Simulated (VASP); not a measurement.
A run of VASP 6.6.1 is set up as follows.

INCAR

```
SYSTEM = BN
PREC = Accurate
ENCUT = 520
EDIFF = 1E-6
ISMEAR = 0
SIGMA = 0.02
LREAL = .False.
LASPH = .True.
NELM = 60
ALGO = Normal
ISIF = 2
LWAVE = .False.
LCHARG = .False.
NBANDS = 16
```

Contents of KPOINTS:

```
Automatic mesh
0
Gamma
  12 12 6
  0 0 0
```

The input POSCAR:

```
BN
1.0
    2.5232205162      0.0000000000      0.0000000000
   -1.2616102581      2.1851730664      0.0000000000
    0.0000000000      0.0000000000      4.1752038838
B N
2 2
Direct
    0.6666666667      0.3333333333      0.9997067919
    0.3333333333      0.6666666667      0.4997067919
    0.6666666667      0.3333333333      0.6252932081
    0.3333333333      0.6666666667      0.1252932081
```

Potentials or basis: VASP PAW LDA potentials, release 64 (B, N).

Run with:

```console
$ cat potpaw_LDA.64/B/POTCAR potpaw_LDA.64/N/POTCAR > POTCAR
$ mpirun -np 1 vasp_std > vasp.out
```

Task: Predict the largest force.

Result: 0.004 eV/Å.

Task: Predict the band gap on the k mesh.

Result: 4.90 eV (least direct gap 8.28 eV).

Task: What does it give for the pressure?

Result: 1.0 GPa.

Forces in eV/Å, atoms in the order of the input:
```
B    0.000  0.000 -0.004
B    0.000  0.000 -0.004
N    0.000  0.000  0.004
N    0.000  0.000  0.004
```

A k mesh can miss the band edges.
